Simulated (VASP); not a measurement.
# B (P6_3/mmc) in VASP: notebook

B is run at these levels: BLYP; tasks: single point, relaxation of cell and atoms.

Program: VASP 6.6.1. These are calculated values, not measurements. Logs are shortened: lines on timing, memory, paths and dates and some standing lists are left out, and cuts for length are marked.

## 1. The cell of the first run

It takes space group P6_3/mmc (No. 194, hexagonal). The conventional cell has a = 1.670 Å, b = 1.670 Å, c = 10.362 Å, α = 90.00°, β = 90.00°, γ = 120.00°. B (site symmetry -6m2) has 6 B at 1.67 Å within 2.2 Å.

This isn't the form of B at room conditions, which is rhombohedral.

## 2. Single point, BLYP (12.51 Å³/atom)

Input file INCAR:

```
  PREC = Accurate
  ENCUT = 520
  EDIFF = 1E-6
  ISMEAR = -1
  SIGMA = 0.1
  LREAL = False
  LASPH = True
  NELM = 60
  ALGO = Normal
  ISIF = 2
  LWAVE = False
  LCHARG = False
  GGA = B5
  ALDAX = 1.0
  AGGAX = 1.0
  AGGAC = 1.0
  ALDAC = 0.0
  NBANDS = 10
```

Input file KPOINTS:

```
regular mesh
0
Gamma
  23 23 4
```

Input file POSCAR:

```
B
1.0
    1.6699620484      0.0000000000      0.0000000000
   -0.8349810242      1.4462295572      0.0000000000
    0.0000000000      0.0000000000     10.3620858535
B
2
Direct
    0.3333333333      0.6666666667      0.2500000000
    0.6666666667      0.3333333333      0.7500000000
```

Potentials or basis: VASP PAW PBE potentials, release 64 (B).

Launch:

```
cat potpaw_PBE.64/B/POTCAR > POTCAR
mpirun -np 1 vasp_std > vasp.out
```

OUTCAR:

```text
PREC = Accurate
   ENCUT = 520
   EDIFF = 1E-6
   ISMEAR = -1
   LREAL = False
   LASPH = True
   NELM = 60
   ISIF = 2
   GGA = B5

 ion  position               nearest neighbor table
   1  0.333  0.667  0.250-
   2  0.667  0.333  0.750-

  LATTYP: Found a hexagonal cell.
 ALAT       =     1.6699620484
 C/A-ratio  =     6.2049828398

  Lattice vectors:

 A1 = (   1.6699620484,   0.0000000000,   0.0000000000)
 A2 = (  -0.8349810242,   1.4462295572,   0.0000000000)
 A3 = (   0.0000000000,   0.0000000000,  10.3620858535)

Analysis of symmetry for initial positions (statically):
=====================================================================
 Subroutine PRICEL returns:
 Original cell was already a primitive cell.

 Routine SETGRP: Setting up the symmetry group for a
 hexagonal supercell.

 Subroutine GETGRP returns: Found 24 space group operations
 (whereof 12 operations were pure point group operations)
 out of a pool of 24 trial point group operations.

The static configuration has the point symmetry D_3d.
 The point group associated with its full space group is D_6h.

Analysis of symmetry for dynamics (positions and initial velocities):
=====================================================================
 Subroutine PRICEL returns:
 Original cell was already a primitive cell.

 Routine SETGRP: Setting up the symmetry group for a
 hexagonal supercell.

 Subroutine GETGRP returns: Found 24 space group operations
 (whereof 12 operations were pure point group operations)
 out of a pool of 24 trial point group operations.

The dynamic configuration has the point symmetry D_3d.
 The point group associated with its full space group is D_6h.

 Subroutine INISYM returns: Found 24 space group operations
 (whereof 12 operations are pure point group operations),
 and found     1 'primitive' translations

----------------------------------------------------------------------------------------

                                     Primitive cell

  volume of cell :      25.0260

  direct lattice vectors                    reciprocal lattice vectors
     1.669962048  0.000000000  0.000000000     0.598816004  0.345726581  0.000000000
    -0.834981024  1.446229557  0.000000000     0.000000000  0.691453162  0.000000000
     0.000000000  0.000000000 10.362085853     0.000000000  0.000000000  0.096505666

  length of vectors
     1.669962048  1.669962048 10.362085853     0.691453162  0.691453162  0.096505666

  position of ions in fractional coordinates (direct lattice)
     0.333333333  0.666666667  0.250000000
     0.666666667  0.333333333  0.750000000

  ion indices of the primitive-cell ions
   primitive index   ion index
                 1           1
                 2           2

----------------------------------------------------------------------------------------

 KPOINTS: regular mesh

Automatic generation of k-mesh.
 Grid dimensions read from file:
 generate k-points for:   23   23    4

 Generating k-lattice:

  Cartesian coordinates                     Fractional coordinates (reciprocal lattice)
     0.026035478  0.015031590  0.000000000     0.043478261  0.000000000  0.000000000
     0.000000000  0.030063181  0.000000000     0.000000000  0.043478261  0.000000000
     0.000000000  0.000000000  0.024126417     0.000000000  0.000000000  0.250000000

  Length of vectors
     0.030063181  0.030063181  0.024126417

  Shift w.r.t. Gamma in fractional coordinates (k-lattice)
     0.000000000  0.000000000  0.000000000

 Subroutine IBZKPT returns following result:
 ===========================================

 Found    168 irreducible k-points:

 Following reciprocal coordinates:
            Coordinates               Weight
  0.000000  0.000000  0.000000      1.000000
  0.043478  0.000000  0.000000      6.000000
  0.086957  0.000000  0.000000      6.000000
  0.130435  0.000000  0.000000      6.000000
  0.173913  0.000000  0.000000      6.000000
  0.217391 -0.000000  0.000000      6.000000
[... 16 lines left out ...]
  0.478261  0.043478  0.000000      6.000000
  0.086957  0.086957  0.000000      6.000000
 [... further k-points ...]
   k-points           NKPTS =    168   k-points in BZ     NKDIM =    168   number of bands    NBANDS=     10
   number of dos      NEDOS =    301   number of ions     NIONS =      2
   total plane-waves  NPLWV =  11520
   dimension x,y,z NGX =    12 NGY =   12 NGZ =   80
   dimension x,y,z NGXF=    24 NGYF=   24 NGZF=  160
   ions per type =               2
   NGX,Y,Z   is equivalent  to a cutoff of  11.95, 11.95, 12.83 a.u.
   NGXF,Y,Z  is equivalent  to a cutoff of  23.89, 23.89, 25.67 a.u.
 SYSTEM =  unknown system
   PREC   = accura    normal or accurate (medium, high low for compatibility)
   ISTART =      0    job   : 0-new  1-cont  2-samecut
   ICHARG =      2    charge: 1-file 2-atom 10-const
   ISPIN  =      1    spin polarized calculation?
   LNONCOLLINEAR =      F non collinear calculations
   LSORBIT =      F    spin-orbit coupling
   LASPH  =      T    aspherical Exc in radial PAW
   ENCUT  =  520.0 eV  38.22 Ry    6.18 a.u.   3.11  3.11 19.27*2*pi/ulx,y,z
   NELM   =     60;   NELMIN=  2; NELMDL= -5     # of ELM steps
   EDIFF  = 0.1E-05   stopping-criterion for ELM
   LREAL  =      F    real-space projection
   EDIFFG = 0.1E-04   stopping-criterion for IOM
   NSW    =      0    number of steps for IOM
   IBRION =     -1    ionic relax: 0-MD 1-quasi-New 2-CG
   NFREE  =      0    steps in history (QN), initial steepest desc. (CG)
   ISIF   =      2    stress and relaxation
   ISYM   =      2    0-nonsym 1-usesym 2-fastsym
   POTIM  = 0.5000    time-step for ionic-motion
   TEBEG  =    0.0;   TEEND  =   0.0 temperature during run
   PSTRESS=    0.0 pullay stress
   NELECT =       6.0000    total number of electrons
   NUPDOWN=      -1.0000    fix difference up-down
   EMIN   =  10.00;   EMAX   =-10.00  energy-range for DOS
   EFERMI =   0.00;   METHOD = LEGACY
   ISMEAR =    -1;   SIGMA  =   0.10  broadening in eV -4-tet -1-fermi 0-gaus
   EFERMI_NEDOS =   21; number of points for ismear=-14 and -15
   IALGO  =     38    algorithm
   IMIX   =      4    mixing-type and parameters
     AMIX     =   0.40;   BMIX     =  1.00
     AMIX_MAG =   1.60;   BMIX_MAG =  1.00
  volume/ion in A,a.u.               =      12.51        84.44
  Fermi-wavevector in a.u.,A,eV,Ry     =   1.017017  1.921884 14.072828  1.034324
  Thomas-Fermi vector in A             =   2.150394
   LORBIT       =      0    0 simple, 1 ext, 2 COOP (PROOUT), +10 PAW based schemes
   GGA     = B5    functional components
   LHFCALC =     F    Hartree Fock is set to
   AEXX    =    0.0000 exact exchange contribution
   IVDW    =     0    specifies the selected vdW correction
   LEPSILON=     F    determine dielectric tensor
   LRPA    =     F    only Hartree local field effects (RPA)
 non-spin polarized calculation
  energy-cutoff  :      520.00
  volume of cell :       25.03
 maximum number of plane-waves:       696
   NGX =  7   NGY =  7   NGZ = 39

 number of electron       6.0000000 magnetization

 Free energy of the ion-electron system (eV)
  ---------------------------------------------------
  ext. energy  EPLUGINS =         0.00000000
  ---------------------------------------------------
  free energy    TOTEN  =       -10.76165782 eV

  energy without entropy =      -10.74814052  energy(sigma->0) =      -10.75489917

 E-fermi :   3.3897     XC(G=0):  -7.5090

 val. band max:        3.3553349874   @ k =   0.2609   0.1304   0.0000
 cond. band min:       3.3906287080   @ k =   0.3478   0.0000   0.5000
 fundamental gap:      0.0352937206
 Fermi energy:         3.3897148095

 k-point     1 :       0.0000    0.0000    0.0000
  band No.  band energies     occupation
      1     -14.1732      2.00000
      2     -14.1628      2.00000
      3      -4.8599      2.00000
      4      -4.6863      2.00000
      5       4.7211      0.00000
      6       7.2290      0.00000
      7       8.7575      0.00000
      8      14.2507      0.00000
      9      18.1678      0.00000
     10      25.9372      0.00000

 k-point     2 :       0.0435    0.0000    0.0000
  band No.  band energies     occupation
      1     -14.0859      2.00000
      2     -14.0757      2.00000
      3      -4.7291      2.00000
      4      -4.5558      2.00000
      5       4.8464      0.00000
      6       7.3623      0.00000
      7       8.8673      0.00000
      8      14.3797      0.00000
      9      18.2447      0.00000
     10      26.0562      0.00000

 k-point     3 :       0.0870    0.0000    0.0000
  band No.  band energies     occupation
      1     -13.8246      2.00000
      2     -13.8147      2.00000
      3      -4.3369      2.00000
      4      -4.1646      2.00000
      5       5.2213      0.00000
      6       7.7618      0.00000
      7       9.1944      0.00000
      8      14.7660      0.00000
      9      18.4584      0.00000
     10      26.8244      0.00000

 k-point     4 :       0.1304    0.0000    0.0000
  band No.  band energies     occupation
      1     -13.3906      2.00000
      2     -13.3815      2.00000
      3      -3.6846      2.00000
      4      -3.5138      2.00000
      5       5.8436      0.00000
      6       8.4268      0.00000
      7       9.7299      0.00000
      8      15.4068      0.00000
      9      18.7333      0.00000
     10      24.9620      0.00000

 k-point     5 :       0.1739    0.0000    0.0000
  band No.  band energies     occupation
      1     -12.7872      2.00000
      2     -12.7788      2.00000
      3      -2.7741      2.00000
      4      -2.6057      2.00000
      5       6.7068      0.00000
      6       9.3556      0.00000
      7      10.4490      0.00000
      8      16.2962      0.00000
      9      18.8064      0.00000
     10      22.6740      0.00000

 k-point     6 :       0.2174   -0.0000    0.0000
  band No.  band energies     occupation
      1     -12.0200      2.00000
      2     -12.0127      2.00000
      3      -1.6091      2.00000
      4      -1.4440      2.00000
      5       7.7925      0.00000
      6      10.5452      0.00000
      7      11.2756      0.00000
      8      17.4219      0.00000
      9      18.0076      0.00000
     10      20.1924      0.00000
[... 183 lines left out ...]
 k-point    21 :       0.3913    0.0435    0.0000
  band No.  band energies     occupation
      1      -7.0941      2.00000
      2      -7.0920      2.00000
      3       6.4807      0.00000
      4       6.5986      0.00000
      5       6.9555      0.00000
      6       6.9841      0.00000
      7      16.9220      0.00000
      8      18.1555      0.00000
      9      19.4279      0.00000
     10      20.0690      0.00000

 k-point    22 :       0.4348    0.0435    0.0000
  band No.  band energies     occupation
      1      -6.1961      2.00000
      2      -6.1950      2.00000
      3       5.5545      0.00000
      4       5.5659      0.00000
      5       8.4102      0.00000
      6       8.4913      0.00000
      7      17.3897      0.00000
      8      17.7387      0.00000
      9      19.0203      0.00000
     10      19.5017      0.00000

 k-point    23 :       0.4783    0.0435    0.0000
  band No.  band energies     occupation
      1      -5.8384      2.00000
      2      -5.8379      2.00000
      3       5.0215      0.00000
      4       5.0290      0.00000
      5       9.3725      0.00000
      6       9.4023      0.00000
      7      16.4358      0.00000
      8      16.6607      0.00000
      9      19.4168      0.00000
     10      19.4446      0.00000

 k-point    24 :       0.0870    0.0870    0.0000
  band No.  band energies     occupation
      1     -13.1306      2.00000
      2     -13.1218      2.00000
      3      -3.2939      2.00000
      4      -3.1241      2.00000
      5       6.2164      0.00000
      6       8.8252      0.00000
      7      10.0493      0.00000
      8      15.7894      0.00000
      9      18.8976      0.00000
     10      24.8238      0.00000

 [... further k-points ...]

------------------------ aborting loop because EDIFF is reached ----------------------------------------

  FORCE on cell =-STRESS in cart. coord.  units (eV):
  Direction    XX          YY          ZZ          XY          YZ          ZX
  --------------------------------------------------------------------------------------
  -------------------------------------------------------------------------------------
  Total        2.4509646      2.4509646      0.0136458     -0.0000000      0.0000000      0.0000000
  in kB      156.9121620    156.9121620      0.8736089     -0.0000000      0.0000000      0.0000000
  external PRESSURE =     104.8993110 kB  Pullay stress =       0.0000000 kB

 VOLUME and BASIS-vectors are now :
 -----------------------------------------------------------------------------
  energy-cutoff  :      520.00
  volume of cell :       25.03
      direct lattice vectors                 reciprocal lattice vectors
     1.669962048  0.000000000  0.000000000     0.598816004  0.345726581  0.000000000
    -0.834981024  1.446229557  0.000000000     0.000000000  0.691453162  0.000000000
     0.000000000  0.000000000 10.362085853     0.000000000  0.000000000  0.096505666

 POSITION                                       TOTAL-FORCE (eV/Angst)
 -----------------------------------------------------------------------------------
     -0.00000      0.96415      2.59052        -0.000000     -0.000000      0.000000
      0.83498      0.48208      7.77156         0.000000      0.000000     -0.000000
 -----------------------------------------------------------------------------------
    total drift:                                0.000000     -0.000000      0.000000

  FREE ENERGIE OF THE ION-ELECTRON SYSTEM (eV)
  ---------------------------------------------------
  free  energy   TOTEN  =       -10.7616578226 eV

  energy  without entropy=      -10.7481405157  energy(sigma->0) =      -10.75489917
```

Wall time 27 s (1 thread of Intel Xeon 8259CL, shared host); peak memory 0.15 GiB.

Results:

```
Free energy            : -10.7617 eV
Pressure               : 10.5 GPa
Band gap on the k mesh : zero (bands 3 and 4 overlap by 11.62 eV)
```

Levels at points of the mesh, in eV from the Fermi level:
```
           k point  band 2  band 3  band 4  band 5  band 6  band 7
(0.00, 0.00, 0.00)  -17.55   -8.25   -8.08    1.33    3.84    5.37
(0.00, 0.00, 0.50)  -17.56   -8.16   -8.16    2.16    2.16    8.06
```

Caveat: the cell stands under pressure; the PAW data sets were made with another functional, which shifts forces and pressure a little; this functional lacks dispersion, which binds the layers, so the pressure and a relaxed spacing across them are unreliable.

## 3. Single point, BLYP

This run uses another cell than the first one, of 13.60 Å³/atom.

Input file INCAR:

```
PREC = Accurate ; ENCUT = 520
EDIFF = 1E-6 ; ISMEAR = -1
SIGMA = 0.1 ; LREAL = False
LASPH = True ; NELM = 100
ALGO = Normal ; ISIF = 2
LWAVE = False ; LCHARG = False
GGA = B5 ; ALDAX = 1.0
AGGAX = 1.0 ; AGGAC = 1.0
ALDAC = 0.0 ; NBANDS = 10
```

Input file KPOINTS:

```
Automatic mesh
0
Gamma
  17 17 9
```

Input file POSCAR:

```
B
1.0
    1.7170277956      0.0000000000      0.0000000000
   -0.8585138978      1.4869896900      0.0000000000
    0.0000000000      0.0000000000     10.6541280078
B
2
Direct
    0.3333333333      0.6666666667      0.2500000000
    0.6666666667      0.3333333333      0.7500000000
```

Potentials or basis: VASP PAW PBE potentials, release 64 (B).

Launch:

```
cat potpaw_PBE.64/B/POTCAR > POTCAR
mpirun -np 1 vasp_std > vasp.out
```

Run time: 34 s. Hardware: 1 thread of Intel Xeon 8259CL, shared host; peak memory 0.16 GiB.

Results (log left out):

```
Free energy            : -10.8456 eV
Pressure               : -0.1 GPa
Band gap on the k mesh : zero (bands 3 and 4 overlap by 10.60 eV)
```

Stress tensor (GPa, compression positive):
```
-0.22  0.00  0.00
 0.00 -0.22  0.00
 0.00  0.00  0.12
```

Levels at points of the mesh, in eV from the Fermi level:
```csv
k point,band 1,band 2,band 3,band 4,band 5,band 6,band 7,band 8
"(0.00, 0.00, 0.00)",-16.84,-16.83,-7.64,-7.48,1.49,3.87,5.27,10.44
```

Caveat: the PAW data sets were made with another functional, which shifts forces and pressure a little; this functional lacks dispersion, which binds the layers, so the pressure and a relaxed spacing across them are unreliable.

(Part 1 of 2 ends here.)
